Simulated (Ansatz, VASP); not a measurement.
**Cr: VASP beside Ansatz**

```
Cr
1.0
     2.84863    0.00000    0.00000
     0.00000    2.84863    0.00000
     0.00000    0.00000   13.93440
Cr
3
Direct
  0.00000 0.00000 0.39471
  0.50000 0.50000 0.50000
  0.00000 0.00000 0.60529
```

Alike in both runs: task single point; functional PBE; k mesh 14 × 14 × 1; occupations fermi-dirac, width 0.1 eV; collinear spin.

|  | VASP | Ansatz |
| --- | --- | --- |
| version | VASP 6.6.1 | Ansatz 0.2.0 |
| potentials or method | VASP PAW PBE potentials, release 64 (Cr_pv), cutoff 520 eV | all-electron LAPW, scalar-relativistic |

Ansatz gave:

| Item | Value |
| --- | --- |
| rms of the force components (eV/Å) | 0.001 |
| net moment per atom (μB) | 1.49 |
| size of the moment on the site where the two differ most (μB) | 1.91 |

Question: Which values does VASP return?

Answer: rms of the force components (eV/Å): 0.013; net moment per atom (μB): 1.49; size of the moment on the site where the two differ most (μB): 1.98.

Site moments also hang on the region over which each program counts them. Atom by atom the forces differ by 0.014 eV/Å (rms over components). Ansatz ran all-electron here, and VASP with PAW potentials. Ansatz's warnings: seeded moment not kept, vacuum density over bound.
